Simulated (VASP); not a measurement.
# Sb (Fm-3m) in VASP: notebook

Sb is run at these levels: LDA; tasks: single point.

Everything below comes from runs of VASP 6.6.1. Logs are shortened: lines on timing, memory, paths and dates and some standing lists are left out, and cuts for length are marked.

## Step 1: The cell of the first run

Symmetry: Fm-3m, No. 225, cubic system. The conventional cell has a = 4.685 Å, b = 4.685 Å, c = 4.685 Å, α = 90.00°, β = 90.00°, γ = 90.00°. Within 4.4 Å of Sb (site symmetry m-3m) lie 12 Sb at 3.31 Å.

## Step 2: Single point, LDA

INCAR

```
SYSTEM = Sb
  PREC = Accurate
  ENCUT = 520
  EDIFF = 1E-6
  ISMEAR = -1
  SIGMA = 0.1
  LREAL = .FALSE.
  LASPH = .TRUE.
  NELM = 60
  ALGO = Normal
  ISIF = 2
  LWAVE = .FALSE.
  LCHARG = .FALSE.
  GGA = CA
  NBANDS = 8
```

KPOINTS

```
regular mesh
0
G
  11 11 11
  0 0 0
```

POSCAR

```
Sb
1.0
    0.0000000000      2.3425303230      2.3425303230
    2.3425303230      0.0000000000      2.3425303230
    2.3425303230      2.3425303230      0.0000000000
Sb
1
Direct
    0.0000000000      0.0000000000      0.0000000000
```

Potentials or basis: VASP PAW LDA potentials, release 64 (Sb).

Launch:

```
$ cat potpaw_LDA.64/Sb/POTCAR > POTCAR
$ mpirun -np 1 vasp_std > vasp.out
```

OUTCAR:

```text
SYSTEM = Sb
   PREC = Accurate
   ENCUT = 520
   EDIFF = 1E-6
   ISMEAR = -1
   LREAL = .FALSE.
   LASPH = .TRUE.
   NELM = 60
   ISIF = 2
   GGA = CA

 ion  position               nearest neighbor table
   1  0.000  0.000  0.000-

  LATTYP: Found a face centered cubic cell.
 ALAT       =     4.6850606460

  Lattice vectors:

 A1 = (   0.0000000000,   2.3425303230,   2.3425303230)
 A2 = (   2.3425303230,   0.0000000000,   2.3425303230)
 A3 = (   2.3425303230,   2.3425303230,   0.0000000000)

Analysis of symmetry for initial positions (statically):
=====================================================================
 Subroutine PRICEL returns:
 Original cell was already a primitive cell.

 Routine SETGRP: Setting up the symmetry group for a
 face centered cubic supercell.

 Subroutine GETGRP returns: Found 48 space group operations
[... 9 lines left out ...]

 Routine SETGRP: Setting up the symmetry group for a
 face centered cubic supercell.

 Subroutine GETGRP returns: Found 48 space group operations
[... 11 lines left out ...]
                                     Primitive cell

  volume of cell :      25.7090

  direct lattice vectors                    reciprocal lattice vectors
     0.000000000  2.342530323  2.342530323    -0.213444409  0.213444409  0.213444409
     2.342530323  0.000000000  2.342530323     0.213444409 -0.213444409  0.213444409
     2.342530323  2.342530323  0.000000000     0.213444409  0.213444409 -0.213444409

  length of vectors
     3.312838153  3.312838153  3.312838153     0.369696561  0.369696561  0.369696561

  position of ions in fractional coordinates (direct lattice)
     0.000000000  0.000000000  0.000000000

  ion indices of the primitive-cell ions
   primitive index   ion index
                 1           1

----------------------------------------------------------------------------------------

 KPOINTS: regular mesh

Automatic generation of k-mesh.
 Grid dimensions read from file:
 generate k-points for:   11   11   11

 Generating k-lattice:

  Cartesian coordinates                     Fractional coordinates (reciprocal lattice)
    -0.019404037  0.019404037  0.019404037     0.090909091  0.000000000  0.000000000
     0.019404037 -0.019404037  0.019404037     0.000000000  0.090909091  0.000000000
     0.019404037  0.019404037 -0.019404037     0.000000000  0.000000000  0.090909091

  Length of vectors
     0.033608778  0.033608778  0.033608778

  Shift w.r.t. Gamma in fractional coordinates (k-lattice)
     0.000000000  0.000000000  0.000000000
[... 45 lines left out ...]
   ISPIN  =      1    spin polarized calculation?
   LNONCOLLINEAR =      F non collinear calculations
   LSORBIT =      F    spin-orbit coupling
   LASPH  =      T    aspherical Exc in radial PAW
   ENCUT  =  520.0 eV  38.22 Ry    6.18 a.u.   6.16  6.16  6.16*2*pi/ulx,y,z
   NELM   =     60;   NELMIN=  2; NELMDL= -5     # of ELM steps
   EDIFF  = 0.1E-05   stopping-criterion for ELM
   LREAL  =      F    real-space projection
   EDIFFG = 0.1E-04   stopping-criterion for IOM
   NSW    =      0    number of steps for IOM
   IBRION =     -1    ionic relax: 0-MD 1-quasi-New 2-CG
   NFREE  =      0    steps in history (QN), initial steepest desc. (CG)
   ISIF   =      2    stress and relaxation
   ISYM   =      2    0-nonsym 1-usesym 2-fastsym
   POTIM  = 0.5000    time-step for ionic-motion
   TEBEG  =    0.0;   TEEND  =   0.0 temperature during run
   PSTRESS=    0.0 pullay stress
   NELECT =       5.0000    total number of electrons
   NUPDOWN=      -1.0000    fix difference up-down
   EMIN   =  10.00;   EMAX   =-10.00  energy-range for DOS
   EFERMI =   0.00;   METHOD = LEGACY
   ISMEAR =    -1;   SIGMA  =   0.10  broadening in eV -4-tet -1-fermi 0-gaus
   EFERMI_NEDOS =   21; number of points for ismear=-14 and -15
   IALGO  =     38    algorithm
   IMIX   =      4    mixing-type and parameters
     AMIX     =   0.40;   BMIX     =  1.00
     AMIX_MAG =   1.60;   BMIX_MAG =  1.00
  volume/ion in A,a.u.               =      25.71       173.49
  Fermi-wavevector in a.u.,A,eV,Ry     =   0.948498  1.792401 12.240452  0.899648
  Thomas-Fermi vector in A             =   2.076692
   LORBIT       =      0    0 simple, 1 ext, 2 COOP (PROOUT), +10 PAW based schemes
   GGA     = CA    functional components
   LHFCALC =     F    Hartree Fock is set to
   AEXX    =    0.0000 exact exchange contribution
   IVDW    =     0    specifies the selected vdW correction
   LEPSILON=     F    determine dielectric tensor
   LRPA    =     F    only Hartree local field effects (RPA)
 non-spin polarized calculation
  energy-cutoff  :      520.00
  volume of cell :       25.71
 maximum number of plane-waves:       703
 NGX is ok and might be reduce to    28
   NGX = 13   NGY = 13   NGZ = 13

 number of electron       5.0000000 magnetization

 Free energy of the ion-electron system (eV)
  ---------------------------------------------------
  ext. energy  EPLUGINS =         0.00000000
  ---------------------------------------------------
  free energy    TOTEN  =        -4.54250498 eV

  energy without entropy =       -4.51834699  energy(sigma->0) =       -4.53042598

 E-fermi :   8.9987     XC(G=0): -10.5725

 val. band max:        8.9845946836   @ k =  -0.3636   0.1818   0.0000
 cond. band min:       9.0040348916   @ k =   0.4545   0.2727   0.0909
 fundamental gap:      0.0194402081
 Fermi energy:         8.9987262298

 k-point     1 :       0.0000    0.0000    0.0000
  band No.  band energies     occupation
      1      -4.2810      2.00000
      2      14.6007      0.00000
      3      14.6007      0.00000
      4      14.6007      0.00000
      5      18.9337      0.00000
      6      18.9337      0.00000
      7      18.9337      0.00000
      8      19.3586      0.00000
[... 243 lines left out ...]
 k-point    24 :      -0.1818    0.1818    0.0000
  band No.  band energies     occupation
      1      -2.4891      2.00000
      2       8.4679      1.99015
      3       9.6169      0.00413
      4      13.8689      0.00000
      5      17.9812      0.00000
      6      19.3085      0.00000
      7      19.8174      0.00000
      8      20.1299      0.00000

 [... further k-points ...]
[... 5 lines left out ...]
  --------------------------------------------------------------------------------------
  -------------------------------------------------------------------------------------
  Total        0.0200146      0.0200146      0.0200146     -0.0000000     -0.0000000      0.0000000
  in kB        1.2473008      1.2473008      1.2473008     -0.0000000     -0.0000000      0.0000000
  external PRESSURE =       1.2473008 kB  Pullay stress =       0.0000000 kB

 VOLUME and BASIS-vectors are now :
 -----------------------------------------------------------------------------
  energy-cutoff  :      520.00
  volume of cell :       25.71
      direct lattice vectors                 reciprocal lattice vectors
     0.000000000  2.342530323  2.342530323    -0.213444409  0.213444409  0.213444409
     2.342530323  0.000000000  2.342530323     0.213444409 -0.213444409  0.213444409
     2.342530323  2.342530323  0.000000000     0.213444409  0.213444409 -0.213444409

 POSITION                                       TOTAL-FORCE (eV/Angst)
 -----------------------------------------------------------------------------------
      0.00000      0.00000      0.00000        -0.000000     -0.000000      0.000000
 -----------------------------------------------------------------------------------
    total drift:                                0.000000      0.000000      0.000000

  FREE ENERGIE OF THE ION-ELECTRON SYSTEM (eV)
  ---------------------------------------------------
  free  energy   TOTEN  =        -4.5425049811 eV

  energy  without entropy=       -4.5183469853  energy(sigma->0) =       -4.53042598
```

Wall time 14 s (1 thread of Intel Xeon 8259CL, shared host); peak memory 0.14 GiB.

What came out:

| Property | Result |
| --- | --- |
| Free energy | -4.5425 eV |
| Pressure | 0.1 GPa |

Levels at points of the mesh, in eV from the Fermi level:
| k point | band 1 | band 2 | band 3 | band 4 | band 5 | band 6 | band 7 |
| --- | --- | --- | --- | --- | --- | --- | --- |
| (0.00, 0.00, 0.00) | -13.28 | 5.60 | 5.60 | 5.60 | 9.93 | 9.93 | 9.93 |

Caveat: spin-orbit coupling is left out, which moves the levels of the heavy elements.

## Step 3: Single point, LDA (volume scaled by 0.88)

INCAR

```
ALGO = Normal
EDIFF = 1E-6
ENCUT = 520
GGA = CA
ISIF = 2
ISMEAR = -1
LASPH = T
LCHARG = F
LREAL = F
LWAVE = F
NBANDS = 8
NELM = 60
PREC = Accurate
SIGMA = 0.1
```

KPOINTS

```
k-points
0
Gamma
  13 13 13
```

POSCAR

```
Sb
1.0
    0.0000000000      2.2448092610      2.2448092610
    2.2448092610      0.0000000000      2.2448092610
    2.2448092610      2.2448092610      0.0000000000
Sb
1
Direct
    0.0000000000      0.0000000000      0.0000000000
```

Potentials or basis: VASP PAW LDA potentials, release 64 (Sb).

Launch:

```
$ cat potpaw_LDA.64/Sb/POTCAR > POTCAR
$ mpirun -np 1 vasp_std > vasp.out
```

Wall time 11 s (1 thread of Intel Xeon 8259CL, shared host); peak memory 0.13 GiB.

It converged, with:

| Quantity | Value |
| --- | --- |
| Free energy | -4.4317 eV |
| Pressure | 12.3 GPa |

Levels at points of the mesh, in eV from the Fermi level:
| k point | band 1 | band 2 | band 3 | band 4 | band 5 | band 6 | band 7 |
| --- | --- | --- | --- | --- | --- | --- | --- |
| (0.00, 0.00, 0.00) | -14.45 | 6.59 | 6.59 | 6.59 | 10.25 | 10.29 | 10.29 |

Caveat: spin-orbit coupling is left out, which moves the levels of the heavy elements.

## Step 4: Single point, LDA (volume scaled by 0.92)

INCAR

```
PREC     = Accurate       # precision mode
ENCUT    = 520            # plane-wave cutoff, eV
EDIFF    = 1E-6           # SCF threshold, eV
ISMEAR   = -1             # smearing method
SIGMA    = 0.1            # smearing width, eV
LREAL    = F              # projectors in reciprocal space
LASPH    = T              # aspherical terms in the spheres
NELM     = 60             # most SCF steps
ALGO     = Normal         # electronic algorithm
ISIF     = 2              # what is computed and relaxed
LWAVE    = F              # write WAVECAR
LCHARG   = F              # write CHGCAR
NBANDS   = 8              # bands
```

KPOINTS

```
Automatic mesh
0
Gamma
  13 13 13
```

POSCAR

```
Sb
1.0
    0.0000000000      2.2783188172      2.2783188172
    2.2783188172      0.0000000000      2.2783188172
    2.2783188172      2.2783188172      0.0000000000
Sb
1
Direct
    0.0000000000      0.0000000000      0.0000000000
```

Launch:

```
$ cat potpaw_LDA.64/Sb/POTCAR > POTCAR
$ mpirun -np 1 vasp_std > vasp.out
```

Run time: 11 s. Hardware: 1 thread of Intel Xeon 8259CL, shared host; peak memory 0.13 GiB.

The run converged. Its results:

- Free energy: -4.4941 eV
- Pressure: 7.3 GPa

Levels at points of the mesh, in eV from the Fermi level:
```tsv
k point	band 1	band 2	band 3	band 4	band 5	band 6
(0.00, 0.00, 0.00)	-14.03	6.23	6.23	6.23	10.16	10.16
```

Caveat: spin-orbit coupling is left out, which moves the levels of the heavy elements.

## Step 5: Single point, LDA (volume scaled by 0.96)

INCAR

```
PREC = Accurate
ENCUT = 520
EDIFF = 1E-6
ISMEAR = -1
SIGMA = 0.1
LREAL = False
LASPH = True
NELM = 80
ALGO = Normal
ISIF = 2
LWAVE = False
LCHARG = True
GGA = CA
LELF = True
LVHAR = True
NBANDS = 8
```

KPOINTS is that of step 4.

POSCAR

```
Sb
1.0
    0.0000000000      2.3108706268      2.3108706268
    2.3108706268      0.0000000000      2.3108706268
    2.3108706268      2.3108706268      0.0000000000
Sb
1
Direct
    0.0000000000      0.0000000000      0.0000000000
```

Launch:

```
$ cat potpaw_LDA.64/Sb/POTCAR > POTCAR
$ mpirun -np 1 vasp_std > vasp.out
```

Wall time 13 s (1 thread of Intel Xeon 8259CL, shared host); peak memory 0.13 GiB.

Results (log left out):

```
Free energy : -4.5276 eV
Pressure    : 3.3 GPa
```

Levels at points of the mesh, in eV from the Fermi level:
```tsv
k point	band 1	band 2	band 3	band 4	band 5
(0.00, 0.00, 0.00)	-13.64	5.90	5.90	5.90	10.04
```

Caveat: spin-orbit coupling is left out, which moves the levels of the heavy elements.

## Step 6: Single point, LDA

INCAR

```
SYSTEM = Sb
  PREC = Accurate
  ENCUT = 520
  EDIFF = 1E-7
  ISMEAR = -1
  SIGMA = 0.1
  LREAL = .False.
  LASPH = .True.
  NELM = 100
  ALGO = Normal
  ISIF = 2
  LWAVE = .False.
  LCHARG = .False.
  NBANDS = 8
```

KPOINTS

```
regular mesh
0
Gamma
  13 13 13
  0 0 0
```

POSCAR

```
Sb
1.0
    0.0000000000      2.3425303230      2.3425303230
    2.3425303230      0.0000000000      2.3425303230
    2.3425303230      2.3425303230      0.0000000000
Sb
1
Direct
    0.0000000000      0.0000000000      0.0000000000
```

Potentials or basis: VASP PAW LDA potentials, release 64 (Sb).

Launch:

```
$ cat potpaw_LDA.64/Sb/POTCAR > POTCAR
$ mpirun -np 1 vasp_std > vasp.out
```

Wall time 30 s (1 thread of Intel Xeon 8259CL, shared host); peak memory 0.15 GiB.

The run converged. Its results:

```yaml
Free_energy: -4.5384 eV
Pressure: 0.2 GPa
```

Levels at points of the mesh, in eV from the Fermi level:
```tsv
k point	band 1	band 2	band 3	band 4	band 5
(0.00, 0.00, 0.00)	-13.29	5.59	5.59	5.59	9.92
```

Caveat: spin-orbit coupling is left out, which moves the levels of the heavy elements.

## Step 7: The runs side by side

| cell | k mesh | gap on the mesh (eV) | pressure (GPa) |
| --- | --- | --- | --- |
| a = 3.313 Å, angles 60.0°, 1 atom | 11 × 11 × 11 | none | 0.1 |
| a = 3.175 Å, angles 60.0°, 1 atom | 13 × 13 × 13 | none | 12.3 |
| a = 3.222 Å, angles 60.0°, 1 atom | 13 × 13 × 13 | none | 7.3 |
| a = 3.268 Å, angles 60.0°, 1 atom | 13 × 13 × 13 | none | 3.3 |
| a = 3.313 Å, angles 60.0°, 1 atom | 13 × 13 × 13 | none | 0.2 |

Alike in all rows: task single point; level LDA; potentials or basis VASP PAW LDA potentials, release 64 (Sb); no spin polarisation; cutoff (eV) 520; smearing fermi-dirac 0.1 eV.

Caveats: spin-orbit coupling is left out, which moves the levels of the heavy elements.

Absolute energies hang on the potentials; compare differences alone.
